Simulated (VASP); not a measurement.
# Y2HfF (I4/mmm) in VASP: a series of runs

Y2HfF is run at these levels: PBE; tasks: relaxation of cell and atoms, single point.

Program: VASP 6.6.1. These are calculated values, not measurements. Logs are shortened: lines on timing, memory, paths and dates and some standing lists are left out, and cuts for length are marked.

## Step 1: The cell of the first run

Symmetry: I4/mmm, No. 139, tetragonal system. Conventional cell: a = 4.388 Å, b = 4.388 Å, c = 8.201 Å, α = 90.00°, β = 90.00°, γ = 90.00°. Y (site symmetry -4m2) has 4 Hf at 3.00 Å and 4 F at 3.00 Å and 6 Y at 3.10 to 4.10 Å within 4.2 Å. Within 4.2 Å of Hf (site symmetry 4/mmm) lie 8 Y at 3.00 Å and 6 F at 3.10 to 4.10 Å. Within 4.2 Å of F (site symmetry 4/mmm) lie 8 Y at 3.00 Å and 6 Hf at 3.10 to 4.10 Å.

The cell was generated, and may not be a known phase.

## Step 2: Relaxation of cell and atoms, PBE

File INCAR:

```
PREC = Accurate
ENCUT = 600
EDIFF = 1E-6
ISMEAR = 0
SIGMA = 0.1
LREAL = F
LASPH = T
NELM = 60
ALGO = Normal
ISIF = 3
LWAVE = F
LCHARG = F
GGA = PE
IBRION = 2
NSW = 90
EDIFFG = -0.04
```

File KPOINTS:

```
regular mesh
0
Gamma
  6 6 6
```

File POSCAR:

```
Y2HfF
1.0
   -2.1937707600      2.1937707600      4.1004535100
    2.1937707600     -2.1937707600      4.1004535100
    2.1937707600      2.1937707600     -4.1004535100
Y Hf F
2 1 1
Direct
    0.7500000000      0.2500000000      0.5000000000
    0.2500000000      0.7500000000      0.5000000000
    0.0000000000      0.0000000000      0.0000000000
    0.5000000000      0.5000000000      0.0000000000
```

Potentials or basis: VASP PAW PBE potentials, release 64 (Y_sv, Hf_pv, F).

On the command line:

```bash
> cat potpaw_PBE.64/Y_sv/POTCAR potpaw_PBE.64/Hf_pv/POTCAR potpaw_PBE.64/F/POTCAR > POTCAR
> mpirun -np 1 vasp_std > vasp.out
```

OUTCAR:

```text
PREC = Accurate
   ENCUT = 600
   EDIFF = 1E-6
   ISMEAR = 0
   LREAL = F
   LASPH = T
   NELM = 60
   ISIF = 3
   GGA = PE
   IBRION = 2
   NSW = 90
   EDIFFG = -0.04

 ion  position               nearest neighbor table
   1  0.750  0.250  0.500-   4 3.00   3 3.00   3 3.00   4 3.00   3 3.00   4 3.00   4 3.00   3 3.00
                             2 3.10   2 3.10   2 3.10   2 3.10   2 4.10   2 4.10
   2  0.250  0.750  0.500-   3 3.00   4 3.00   3 3.00   4 3.00   3 3.00   4 3.00   3 3.00   4 3.00
                             1 3.10   1 3.10   1 3.10   1 3.10   1 4.10   1 4.10
   3  0.000  0.000  0.000-   1 3.00   2 3.00   1 3.00   2 3.00   1 3.00   2 3.00   1 3.00   2 3.00

   4  0.500  0.500  0.000-   2 3.00   1 3.00   1 3.00   2 3.00   1 3.00   2 3.00   2 3.00   1 3.00

  LATTYP: Found a body centered tetragonal cell.
 ALAT       =     4.3875415200
 C/A-ratio  =     1.8691349091

  Lattice vectors:

 A1 = (  -2.1937707600,   2.1937707600,   4.1004535100)
 A2 = (   2.1937707600,  -2.1937707600,   4.1004535100)
 A3 = (   2.1937707600,   2.1937707600,  -4.1004535100)

Analysis of symmetry for initial positions (statically):
=====================================================================
 Subroutine PRICEL returns:
 Original cell was already a primitive cell.

 Routine SETGRP: Setting up the symmetry group for a
 body centered tetragonal supercell.

 Subroutine GETGRP returns: Found 16 space group operations
 (whereof 16 operations were pure point group operations)
 out of a pool of 16 trial point group operations.

The static configuration has the point symmetry D_4h.

Analysis of symmetry for dynamics (positions and initial velocities):
=====================================================================
 Subroutine PRICEL returns:
 Original cell was already a primitive cell.

 Routine SETGRP: Setting up the symmetry group for a
 body centered tetragonal supercell.

 Subroutine GETGRP returns: Found 16 space group operations
 (whereof 16 operations were pure point group operations)
 out of a pool of 16 trial point group operations.

The dynamic configuration has the point symmetry D_4h.

 Subroutine INISYM returns: Found 16 space group operations
 (whereof 16 operations are pure point group operations),
 and found     1 'primitive' translations

----------------------------------------------------------------------------------------

                                     Primitive cell

  volume of cell :      78.9359

  direct lattice vectors                    reciprocal lattice vectors
    -2.193770760  2.193770760  4.100453510     0.000000000  0.227918071  0.121937732
     2.193770760 -2.193770760  4.100453510     0.227918071  0.000000000  0.121937732
     2.193770760  2.193770760 -4.100453510     0.227918071  0.227918071  0.000000000

  length of vectors
     5.141884799  5.141884799  5.141884799     0.258486861  0.258486861  0.322324827

  position of ions in fractional coordinates (direct lattice)
     0.750000000  0.250000000  0.500000000
     0.250000000  0.750000000  0.500000000
     0.000000000  0.000000000  0.000000000
     0.500000000  0.500000000  0.000000000

  ion indices of the primitive-cell ions
   primitive index   ion index
                 1           1
                 2           2
                 3           3
                 4           4

----------------------------------------------------------------------------------------

 KPOINTS: regular mesh

Automatic generation of k-mesh.
 Grid dimensions read from file:
 generate k-points for:    6    6    6

 Generating k-lattice:

  Cartesian coordinates                     Fractional coordinates (reciprocal lattice)
     0.000000000  0.037986345  0.020322955     0.166666667  0.000000000 -0.000000000
     0.037986345  0.000000000  0.020322955     0.000000000  0.166666667 -0.000000000
     0.037986345  0.037986345  0.000000000     0.000000000  0.000000000  0.166666667

  Length of vectors
     0.043081144  0.043081144  0.053720805

  Shift w.r.t. Gamma in fractional coordinates (k-lattice)
     0.000000000  0.000000000  0.000000000

 Subroutine IBZKPT returns following result:
 ===========================================

 Found     30 irreducible k-points:

 Following reciprocal coordinates:
            Coordinates               Weight
  0.000000  0.000000  0.000000      1.000000
  0.166667  0.000000 -0.000000      8.000000
  0.333333  0.000000  0.000000      8.000000
  0.500000  0.000000 -0.000000      4.000000
  0.166667  0.166667 -0.000000      8.000000
  0.333333  0.166667 -0.000000     16.000000
[... 16 lines left out ...]
 -0.333333 -0.333333  0.166667      8.000000
 -0.166667 -0.333333  0.166667      8.000000
 [... further k-points ...]
   k-points           NKPTS =     30   k-points in BZ     NKDIM =     30   number of bands    NBANDS=     23
   number of dos      NEDOS =    301   number of ions     NIONS =      4
   total plane-waves  NPLWV =  74088
   dimension x,y,z NGX =    42 NGY =   42 NGZ =   42
   dimension x,y,z NGXF=    84 NGYF=   84 NGZF=   84
   ions per type =               2   1   1
   NGX,Y,Z   is equivalent  to a cutoff of  13.58, 13.58, 13.58 a.u.
   NGXF,Y,Z  is equivalent  to a cutoff of  27.16, 27.16, 27.16 a.u.
 SYSTEM =  unknown system
   PREC   = accura    normal or accurate (medium, high low for compatibility)
   ISTART =      0    job   : 0-new  1-cont  2-samecut
   ICHARG =      2    charge: 1-file 2-atom 10-const
   ISPIN  =      1    spin polarized calculation?
   LNONCOLLINEAR =      F non collinear calculations
   LSORBIT =      F    spin-orbit coupling
   LASPH  =      T    aspherical Exc in radial PAW
   ENCUT  =  600.0 eV  44.10 Ry    6.64 a.u.  10.27 10.27 10.27*2*pi/ulx,y,z
   NELM   =     60;   NELMIN=  2; NELMDL= -5     # of ELM steps
   EDIFF  = 0.1E-05   stopping-criterion for ELM
   LREAL  =      F    real-space projection
   EDIFFG = -.4E-01   stopping-criterion for IOM
   NSW    =     90    number of steps for IOM
   IBRION =      2    ionic relax: 0-MD 1-quasi-New 2-CG
   NFREE  =      1    steps in history (QN), initial steepest desc. (CG)
   ISIF   =      3    stress and relaxation
   ISYM   =      2    0-nonsym 1-usesym 2-fastsym
   POTIM  = 0.5000    time-step for ionic-motion
   TEBEG  =    0.0;   TEEND  =   0.0 temperature during run
   PSTRESS=    0.0 pullay stress
   NELECT =      39.0000    total number of electrons
   NUPDOWN=      -1.0000    fix difference up-down
   EMIN   =  10.00;   EMAX   =-10.00  energy-range for DOS
   EFERMI =   0.00;   METHOD = LEGACY
   ISMEAR =     0;   SIGMA  =   0.10  broadening in eV -4-tet -1-fermi 0-gaus
   EFERMI_NEDOS =   21; number of points for ismear=-14 and -15
   IALGO  =     38    algorithm
   IMIX   =      4    mixing-type and parameters
     AMIX     =   0.40;   BMIX     =  1.00
     AMIX_MAG =   1.60;   BMIX_MAG =  1.00
  volume/ion in A,a.u.               =      19.73       133.17
  Fermi-wavevector in a.u.,A,eV,Ry     =   1.294210  2.445703 22.789497  1.674981
  Thomas-Fermi vector in A             =   2.425808
   LORBIT       =      0    0 simple, 1 ext, 2 COOP (PROOUT), +10 PAW based schemes
   GGA     = PE    functional components
   LHFCALC =     F    Hartree Fock is set to
   AEXX    =    0.0000 exact exchange contribution
   IVDW    =     0    specifies the selected vdW correction
   LEPSILON=     F    determine dielectric tensor
   LRPA    =     F    only Hartree local field effects (RPA)
 conjugate gradient relaxation of ions
 non-spin polarized calculation
 Gauss-broadening in eV      SIGMA  =   0.10
  energy-cutoff  :      600.00
  volume of cell :       78.94
 maximum number of plane-waves:      2656
 NGX is ok and might be reduce to    42
   NGX = 21   NGY = 21   NGZ = 21

--------------------------------------- Ionic step        1  -------------------------------------------

 number of electron      38.9999998 magnetization

 Free energy of the ion-electron system (eV)
  ---------------------------------------------------
  ext. energy  EPLUGINS =         0.00000000
  ---------------------------------------------------
  free energy    TOTEN  =       -23.91797207 eV

  energy without entropy =      -23.89684388  energy(sigma->0) =      -23.90740797

 E-fermi :   4.5707     XC(G=0): -10.8134

 val. band max:        4.5573032723   @ k =  -0.1667   0.3333   0.1667
 cond. band min:       4.6011270385   @ k =  -0.3333   0.5000   0.1667
 fundamental gap:      0.0438237662
 Fermi energy:         4.5706627565

 k-point     1 :       0.0000    0.0000    0.0000
  band No.  band energies     occupation
      1     -37.5477      2.00000
      2     -37.3007      2.00000
      3     -25.9629      2.00000
      4     -25.9629      2.00000
      5     -25.7516      2.00000
      6     -19.1950      2.00000
[... 15 lines left out ...]
     22       5.3348      0.00000
     23       5.8011      0.00000
[... 658 lines left out ...]
 POSITION                                       TOTAL-FORCE (eV/Angst)
 -----------------------------------------------------------------------------------
     -0.00000      2.37913      2.22881        -0.000000     -0.000000      0.000000
      2.37913     -0.00000      2.22881        -0.000000      0.000000     -0.000000
      2.37913      2.37913      4.45761         0.000000     -0.000000      0.000000
      2.37913      2.37913      0.00000         0.000000     -0.000000      0.000000
 -----------------------------------------------------------------------------------
    total drift:                               -0.000000     -0.000000      0.000000

  FREE ENERGIE OF THE ION-ELECTRON SYSTEM (eV)
  ---------------------------------------------------
  free  energy   TOTEN  =       -24.6677587607 eV

  energy  without entropy=      -24.6350610583  energy(sigma->0) =      -24.65140991

--------------------------------------- Ionic step        3  -------------------------------------------

 number of electron      39.0000000 magnetization

 Free energy of the ion-electron system (eV)
  ---------------------------------------------------
  ext. energy  EPLUGINS =         0.00000000
  ---------------------------------------------------
  free energy    TOTEN  =       -24.67511678 eV

  energy without entropy =      -24.64422067  energy(sigma->0) =      -24.65966872

 E-fermi :   3.1450     XC(G=0):  -9.8335

 val. band max:        3.1040143152   @ k =  -0.3333   0.3333   0.1667
 cond. band min:       3.1485734792   @ k =  -0.1667  -0.1667   0.1667
 fundamental gap:      0.0445591640
 Fermi energy:         3.1450126464

 k-point     1 :       0.0000    0.0000    0.0000
  band No.  band energies     occupation
      1     -39.4109      2.00000
      2     -39.3069      2.00000
      3     -27.8457      2.00000
      4     -27.8457      2.00000
      5     -27.5638      2.00000
      6     -19.6292      2.00000
[... 15 lines left out ...]
     22       3.6582      0.00000
     23       4.1584      0.00000
[... 620 lines left out ...]
 POSITION                                       TOTAL-FORCE (eV/Angst)
 -----------------------------------------------------------------------------------
      0.00000      2.36005      2.21042        -0.000000      0.000000      0.000000
      2.36005      0.00000      2.21042         0.000000     -0.000000     -0.000000
      0.00000      0.00000      0.00000         0.000000      0.000000      0.000000
      0.00000      0.00000      4.42084         0.000000      0.000000      0.000000
 -----------------------------------------------------------------------------------
    total drift:                               -0.000000     -0.000000      0.000000

  FREE ENERGIE OF THE ION-ELECTRON SYSTEM (eV)
  ---------------------------------------------------
  free  energy   TOTEN  =       -24.6751167786 eV

  energy  without entropy=      -24.6442206661  energy(sigma->0) =      -24.65966872

 reached required accuracy - stopping structural energy minimisation
```

It took 2.5 min on 1 thread of Intel Xeon 6975P-C (Granite Rapids), shared host; peak memory 0.32 GiB.

What came out:

| Property | Result |
| --- | --- |
| Free energy | -24.6751 eV |
| Relaxed volume | 24.62 Å³/atom |
| Relaxed cell | a = 5.539 Å, b = 5.539 Å, c = 5.539 Å, α = 129.56°, β = 129.56°, γ = 74.10° |
| Space group after relaxing (to 0.1 Å) | I4/mmm (No. 139) |
| Energy gained by relaxing | 189.3 meV/atom |
| Ionic steps | 3 |
| Pressure after relaxing | 0.0 GPa |
| Band gap on the k mesh | zero (an odd number of electrons rules out a gap without spin polarisation) |

The path:
```csv
step,energy change (eV),largest force (eV/Å),pressure (GPa),volume (Å³)
1,0.0000,0.0000,14.37,78.94
2,-0.7498,0.0000,-1.00,100.93
3,-0.7571,0.0000,0.05,98.49
```

Final structure:
```xyz
4
Lattice="-2.3600 2.3600 4.4208 2.3600 -2.3600 4.4208 2.3600 2.3600 -4.4208" Properties=species:S:1:pos:R:3 pbc="T T T"
Y     0.0000    2.3600    2.2104
Y     2.3600    0.0000    2.2104
Hf    0.0000    0.0000    0.0000
F     0.0000    0.0000    4.4208
```

Levels at points of the mesh, in eV from the Fermi level:
```tsv
k point	band 15	band 16	band 17	band 18	band 19	band 20	band 21	band 22	band 23
(0.00, 0.00, 0.00)	-4.51	-4.51	-1.46	-0.72	-0.58	0.26	0.51	0.51	1.01
(0.50, 0.00, 0.00)	-4.54	-2.21	-0.85	-0.33	-0.22	0.12	0.36	0.90	1.00
(0.50, 0.50, 0.00)	-4.50	-2.27	-1.53	-0.44	-0.09	0.50	0.68	0.92	1.19
(0.50, 0.50, 0.50)	-4.41	-2.72	-1.73	-1.19	-1.15	-0.66	-0.66	0.01	1.60
```

Caveat: the volume moved by over 15 % at a fixed basis, so the end points are rough; spin-orbit coupling is left out, which moves the levels of the heavy elements.

## Step 3: Single point, PBE

This run uses another cell than the first one, of 24.82 Å³/atom.

File INCAR:

```
PREC     = Accurate       # precision mode
ENCUT    = 520            # plane-wave cutoff, eV
EDIFF    = 1E-6           # SCF threshold, eV
ISMEAR   = 0              # smearing method
SIGMA    = 0.1            # smearing width, eV
LREAL    = False          # projectors in reciprocal space
LASPH    = True           # aspherical terms in the spheres
NELM     = 100            # most SCF steps
ALGO     = Normal         # electronic algorithm
ISIF     = 2              # what is computed and relaxed
LWAVE    = False          # write WAVECAR
LCHARG   = False          # write CHGCAR
GGA      = PE             # functional
NBANDS   = 28             # bands
```

File KPOINTS:

```
Automatic mesh
0
Gamma
  14 14 14
```

File POSCAR:

```
Y2HfF
1.0
   -2.3702064595      2.3702064595      4.4172249737
    2.3702064595     -2.3702064595      4.4172249737
    2.3702064595      2.3702064595     -4.4172249737
Y Hf F
2 1 1
Direct
    0.7500000000      0.2500000000      0.5000000000
    0.2500000000      0.7500000000      0.5000000000
    0.0000000000      0.0000000000      0.0000000000
    0.5000000000      0.5000000000      0.0000000000
```

Potentials or basis: VASP PAW PBE potentials, release 64 (Y_sv, Hf_pv, F).

On the command line:

```bash
> cat potpaw_PBE.64/Y_sv/POTCAR potpaw_PBE.64/Hf_pv/POTCAR potpaw_PBE.64/F/POTCAR > POTCAR
> mpirun -np 1 vasp_std > vasp.out
```

It took 8.1 min on 1 thread of Intel Xeon 6975P-C (Granite Rapids), shared host; peak memory 0.79 GiB.

The run converged. Its results:

- Free energy: -24.6749 eV
- Pressure: -0.2 GPa
- Band gap on the k mesh: zero (an odd number of electrons rules out a gap without spin polarisation)

Levels at points of the mesh, in eV from the Fermi level:
```csv
k point,band 16,band 17,band 18,band 19,band 20,band 21,band 22,band 23
"(0.00, 0.00, 0.00)",-4.45,-1.41,-0.69,-0.53,0.28,0.52,0.52,1.03
"(0.50, 0.00, 0.00)",-2.19,-0.84,-0.31,-0.20,0.13,0.37,0.90,1.00
"(0.50, 0.50, 0.00)",-2.26,-1.51,-0.43,-0.08,0.51,0.71,0.93,1.18
"(0.50, 0.50, 0.50)",-2.69,-1.70,-1.16,-1.11,-0.62,-0.62,0.05,1.60
```

Caveat: spin-orbit coupling is left out, which moves the levels of the heavy elements.

The gap in the log of VASP goes by the Fermi energy; the results here count the filled bands.